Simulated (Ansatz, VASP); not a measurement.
**HgTe: VASP beside Ansatz**

```
Te Hg
1.0
     0.00000    3.24000    3.24000
     3.24000    0.00000    3.24000
     3.24000    3.24000    0.00000
Te Hg
1 1
Direct
  0.75000 0.75000 0.75000
  0.00000 0.00000 0.00000
```

Alike in both runs: task single point; functional PBE; k mesh 6 × 6 × 6; occupations tetrahedron; no spin polarisation.

|  | VASP | Ansatz |
| --- | --- | --- |
| version | VASP 6.6.1 | Ansatz 0.2.0 |
| potentials or method | VASP PAW PBE potentials, release 64 (Te, Hg), cutoff 500 eV | PAW, plane waves, scalar-relativistic |
| valence electrons in the cell | 18 | 36 |

|  | VASP | Ansatz | Ansatz less VASP |
| --- | --- | --- | --- |
| pressure (GPa) | 3.4 | 3.3 | -0.07 |

VASP's potentials hold 18 valence electrons a cell and Ansatz's 36, so a difference there can come from the potentials and not from the codes. Ansatz's warnings: band table not solved further, tetrahedron derivatives may miss energy slope.

Neither program's run includes spin-orbit coupling.
